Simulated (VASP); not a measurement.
# Ti2BeH6 (Fm-3m) in VASP: a series of runs, part 2 of 3

VASP 6.6.1.

## Step 3: Single point, PBE

This run uses another cell than the first one, of 12.00 Å³/atom, 1.943 times its volume.

File INCAR:

```
PREC = Accurate
ENCUT = 520
EDIFF = 1E-7
ISMEAR = 0
SIGMA = 0.1
LREAL = F
LASPH = T
NELM = 80
ALGO = Normal
ISIF = 2
LWAVE = F
LCHARG = F
GGA = PE
NBANDS = 26
```

File KPOINTS:

```
regular mesh
0
Gamma
  4 4 4
```

File POSCAR:

```
Ti2BeH6
1.0
    0.0000000000      3.7797944900      3.7797944900
    3.7797944900      0.0000000000      3.7797944900
    3.7797944900      3.7797944900      0.0000000000
Ti Be H
2 1 6
Direct
    0.2500000000      0.2500000000      0.2500000000
    0.7500000000      0.7500000000      0.7500000000
    0.0000000000      0.0000000000      0.0000000000
    0.7500000000      0.2500000000      0.2500000000
    0.2500000000      0.7500000000      0.7500000000
    0.2500000000      0.7500000000      0.2500000000
    0.7500000000      0.2500000000      0.7500000000
    0.2500000000      0.2500000000      0.7500000000
    0.7500000000      0.7500000000      0.2500000000
```

Potentials or basis: VASP PAW PBE potentials, release 64 (Ti_sv, Be, H).

Launch:

```bash
> cat potpaw_PBE.64/Ti_sv/POTCAR potpaw_PBE.64/Be/POTCAR potpaw_PBE.64/H/POTCAR > POTCAR
> mpirun -np 1 vasp_std > vasp.out
```

OUTCAR:

```text
PREC = Accurate
   ENCUT = 520
   EDIFF = 1E-7
   ISMEAR = 0
   LREAL = F
   LASPH = T
   NELM = 80
   ISIF = 2
   GGA = PE

 ion  position               nearest neighbor table
   1  0.250  0.250  0.250-
   2  0.750  0.750  0.750-
   3  0.000  0.000  0.000-
   4  0.750  0.250  0.250-
   5  0.250  0.750  0.750-
   6  0.250  0.750  0.250-
   7  0.750  0.250  0.750-
   8  0.250  0.250  0.750-
   9  0.750  0.750  0.250-

  LATTYP: Found a face centered cubic cell.
 ALAT       =     7.5595889800

  Lattice vectors:

 A1 = (   0.0000000000,   3.7797944900,   3.7797944900)
 A2 = (   3.7797944900,   0.0000000000,   3.7797944900)
 A3 = (   3.7797944900,   3.7797944900,   0.0000000000)

Analysis of symmetry for initial positions (statically):
=====================================================================
 Subroutine PRICEL returns:
 Original cell was already a primitive cell.

 Routine SETGRP: Setting up the symmetry group for a
 face centered cubic supercell.

 Subroutine GETGRP returns: Found 48 space group operations
 (whereof 48 operations were pure point group operations)
 out of a pool of 48 trial point group operations.

The static configuration has the point symmetry O_h .

Analysis of symmetry for dynamics (positions and initial velocities):
=====================================================================
 Subroutine PRICEL returns:
 Original cell was already a primitive cell.

 Routine SETGRP: Setting up the symmetry group for a
 face centered cubic supercell.

 Subroutine GETGRP returns: Found 48 space group operations
 (whereof 48 operations were pure point group operations)
[... 118 lines left out ...]
     AMIX     =   0.40;   BMIX     =  1.00
     AMIX_MAG =   1.60;   BMIX_MAG =  1.00
  volume/ion in A,a.u.               =      12.00        80.98
  Fermi-wavevector in a.u.,A,eV,Ry     =   1.091390  2.062428 16.206337  1.191132
  Thomas-Fermi vector in A             =   2.227634
   LORBIT       =      0    0 simple, 1 ext, 2 COOP (PROOUT), +10 PAW based schemes
   GGA     = PE    functional components
   LHFCALC =     F    Hartree Fock is set to
   AEXX    =    0.0000 exact exchange contribution
   IVDW    =     0    specifies the selected vdW correction
   LEPSILON=     F    determine dielectric tensor
   LRPA    =     F    only Hartree local field effects (RPA)
 non-spin polarized calculation
 Gauss-broadening in eV      SIGMA  =   0.10
  energy-cutoff  :      520.00
  volume of cell :      108.00
 maximum number of plane-waves:      2936
   NGX = 19   NGY = 19   NGZ = 19

 number of electron      32.0000005 magnetization

 Free energy of the ion-electron system (eV)
  ---------------------------------------------------
  ext. energy  EPLUGINS =         0.00000000
  ---------------------------------------------------
  free energy    TOTEN  =       -33.89017403 eV

  energy without entropy =      -33.83607614  energy(sigma->0) =      -33.86312508

 E-fermi :   2.6202     XC(G=0):  -8.7801

 val. band max:        2.6172001886   @ k =   0.5000   0.5000   0.0000
 cond. band min:       2.6556412724   @ k =  -0.2500   0.2500   0.0000
 fundamental gap:      0.0384410838
 Fermi energy:         2.6202191454

 k-point     1 :       0.0000    0.0000    0.0000
  band No.  band energies     occupation
      1     -55.5349      2.00000
      2     -55.5316      2.00000
      3     -31.7739      2.00000
      4     -31.7739      2.00000
      5     -31.7739      2.00000
      6     -31.7572      2.00000
[... 221 lines left out ...]
     25       5.4317      0.00000
     26       5.4317      0.00000

------------------------ aborting loop because EDIFF is reached ----------------------------------------

  FORCE on cell =-STRESS in cart. coord.  units (eV):
  Direction    XX          YY          ZZ          XY          YZ          ZX
  --------------------------------------------------------------------------------------
  -------------------------------------------------------------------------------------
  Total      -16.3876180    -16.3876180    -16.3876180      0.0000000      0.0000000     -0.0000000
  in kB     -243.1038612   -243.1038612   -243.1038612      0.0000000      0.0000000     -0.0000000
  external PRESSURE =    -243.1038612 kB  Pullay stress =       0.0000000 kB

 VOLUME and BASIS-vectors are now :
 -----------------------------------------------------------------------------
  energy-cutoff  :      520.00
  volume of cell :      108.00
      direct lattice vectors                 reciprocal lattice vectors
     0.000000000  3.779794490  3.779794490    -0.132282324  0.132282324  0.132282324
     3.779794490  0.000000000  3.779794490     0.132282324 -0.132282324  0.132282324
     3.779794490  3.779794490  0.000000000     0.132282324  0.132282324 -0.132282324

 POSITION                                       TOTAL-FORCE (eV/Angst)
 -----------------------------------------------------------------------------------
      1.88990      1.88990      1.88990         0.000000      0.000000      0.000000
      5.66969      5.66969      5.66969        -0.000000     -0.000000      0.000000
      0.00000      0.00000      0.00000        -0.000000     -0.000000      0.000000
      1.88990      3.77979      3.77979        -0.646669      0.000000      0.000000
      5.66969      3.77979      3.77979         0.646669      0.000000      0.000000
      3.77979      1.88990      3.77979         0.000000     -0.646669      0.000000
      3.77979      5.66969      3.77979         0.000000      0.646669      0.000000
      3.77979      3.77979      1.88990         0.000000      0.000000     -0.646669
      3.77979      3.77979      5.66969         0.000000      0.000000      0.646669
 -----------------------------------------------------------------------------------
    total drift:                                0.000000     -0.000000      0.000000

  FREE ENERGIE OF THE ION-ELECTRON SYSTEM (eV)
  ---------------------------------------------------
  free  energy   TOTEN  =       -33.8901740285 eV

  energy  without entropy=      -33.8360761390  energy(sigma->0) =      -33.86312508
```

stdout:

```text
POSCAR found type information on POSCAR TiBeH
 POSCAR found :  3 types and       9 ions
 scaLAPACK will be used
 LDA part: xc-table for (Slater+PW92), standard interpolation
 POSCAR, INCAR and KPOINTS ok, starting setup
 FFT: planning ... GRIDC
 FFT: planning ... GRID_SOFT
 FFT: planning ... GRID
 WAVECAR not read
 entering main loop
```

Run time: 16 s. Hardware: 1 thread of Intel Xeon 6975P-C (Granite Rapids), shared host; peak memory 0.24 GiB.

Results:

* Free energy: -33.8902 eV
* Pressure: -24.3 GPa
* Band gap on the k mesh: zero (band 16 reaches 3.20 eV, above the bottom of band 17 at 2.60 eV)

## Step 4: Single point, PBE

File INCAR:

```
SYSTEM = Ti2BeH6
ALGO = Normal
EDIFF = 1E-7
ENCUT = 520
GGA = PE
ISIF = 2
ISMEAR = 0
LASPH = .True.
LCHARG = .False.
LREAL = .False.
LWAVE = .False.
NBANDS = 26
NELM = 100
PREC = Accurate
SIGMA = 0.1
```

File KPOINTS:

```
k-points
0
Gamma
  6 6 6
  0 0 0
```

File POSCAR:

```
Ti2BeH6
1.0
    0.0000000000      3.0291168176      3.0291168176
    3.0291168176      0.0000000000      3.0291168176
    3.0291168176      3.0291168176      0.0000000000
Ti Be H
2 1 6
Direct
    0.2500000000      0.2500000000      0.2500000000
    0.7500000000      0.7500000000      0.7500000000
    0.0000000000      0.0000000000      0.0000000000
    0.7428212786      0.2571787214      0.2571787214
    0.2571787214      0.7428212786      0.7428212786
    0.2571787214      0.7428212786      0.2571787214
    0.7428212786      0.2571787214      0.7428212786
    0.2571787214      0.2571787214      0.7428212786
    0.7428212786      0.7428212786      0.2571787214
```

Potentials or basis: VASP PAW PBE potentials, release 64 (Ti_sv, Be, H).

Launch:

```bash
> cat potpaw_PBE.64/Ti_sv/POTCAR potpaw_PBE.64/Be/POTCAR potpaw_PBE.64/H/POTCAR > POTCAR
> mpirun -np 1 vasp_std > vasp.out
```

OUTCAR:

```text
SYSTEM = Ti2BeH6
   EDIFF = 1E-7
   ENCUT = 520
   GGA = PE
   ISIF = 2
   ISMEAR = 0
   LASPH = .True.
   LREAL = .False.
   NELM = 100
   PREC = Accurate

 ion  position               nearest neighbor table
   1  0.250  0.250  0.250-   3 2.62   3 2.62   3 2.62   3 2.62
   2  0.750  0.750  0.750-   3 2.62   3 2.62   3 2.62   3 2.62
   3  0.000  0.000  0.000-   4 1.56   5 1.56   6 1.56   7 1.56   8 1.56   9 1.56   2 2.62   2 2.62
                             1 2.62   2 2.62   2 2.62   1 2.62   1 2.62   1 2.62
   4  0.743  0.257  0.257-   3 1.56
   5  0.257  0.743  0.743-   3 1.56
   6  0.257  0.743  0.257-   3 1.56
   7  0.743  0.257  0.743-   3 1.56
   8  0.257  0.257  0.743-   3 1.56
   9  0.743  0.743  0.257-   3 1.56

  LATTYP: Found a face centered cubic cell.
 ALAT       =     6.0582336352

  Lattice vectors:

 A1 = (   0.0000000000,   3.0291168176,   3.0291168176)
 A2 = (   3.0291168176,   0.0000000000,   3.0291168176)
 A3 = (   3.0291168176,   3.0291168176,   0.0000000000)

Analysis of symmetry for initial positions (statically):
[... 187 lines left out ...]
      1     -49.2448      2.00000
      2     -49.1631      2.00000
      3     -25.6176      2.00000
      4     -25.6176      2.00000
      5     -25.6176      2.00000
      6     -25.4158      2.00000
[... 453 lines left out ...]
     25      13.8679      0.00000
     26      15.2677      0.00000

------------------------ aborting loop because EDIFF is reached ----------------------------------------

  FORCE on cell =-STRESS in cart. coord.  units (eV):
  Direction    XX          YY          ZZ          XY          YZ          ZX
  --------------------------------------------------------------------------------------
  -------------------------------------------------------------------------------------
  Total       -0.0750327     -0.0750327     -0.0750327      0.0000000     -0.0000000     -0.0000000
  in kB       -2.1626343     -2.1626343     -2.1626343      0.0000000     -0.0000000     -0.0000000
  external PRESSURE =      -2.1626343 kB  Pullay stress =       0.0000000 kB

 VOLUME and BASIS-vectors are now :
 -----------------------------------------------------------------------------
  energy-cutoff  :      520.00
  volume of cell :       55.59
      direct lattice vectors                 reciprocal lattice vectors
     0.000000000  3.029116818  3.029116818    -0.165064615  0.165064615  0.165064615
     3.029116818  0.000000000  3.029116818     0.165064615 -0.165064615  0.165064615
     3.029116818  3.029116818  0.000000000     0.165064615  0.165064615 -0.165064615

 POSITION                                       TOTAL-FORCE (eV/Angst)
 -----------------------------------------------------------------------------------
      1.51456      1.51456      1.51456        -0.000000     -0.000000     -0.000000
      4.54368      4.54368      4.54368        -0.000000     -0.000000     -0.000000
      0.00000      0.00000      0.00000        -0.000000     -0.000000     -0.000000
      1.55805      3.02912      3.02912         0.001378     -0.000000      0.000000
      4.50018      3.02912      3.02912        -0.001378     -0.000000      0.000000
      3.02912      1.55805      3.02912        -0.000000      0.001378      0.000000
      3.02912      4.50018      3.02912        -0.000000     -0.001378      0.000000
      3.02912      3.02912      1.55805        -0.000000     -0.000000      0.001378
      3.02912      3.02912      4.50018        -0.000000     -0.000000     -0.001378
 -----------------------------------------------------------------------------------
    total drift:                               -0.000000     -0.000000      0.000000

  FREE ENERGIE OF THE ION-ELECTRON SYSTEM (eV)
  ---------------------------------------------------
  free  energy   TOTEN  =       -40.4268733058 eV

  energy  without entropy=      -40.4014522473  energy(sigma->0) =      -40.41416278
```

Wall time 12 s (1 thread of Intel Xeon 6975P-C (Granite Rapids), shared host); peak memory 0.18 GiB.

Results:

```yaml
Free_energy: -40.4269 eV
Pressure: -0.2 GPa
Band_gap_on_the_k_mesh: zero (band 16 reaches 9.80 eV, above the bottom of band 17 at 7.95 eV)
```

(Part 2 of 3 ends here.)
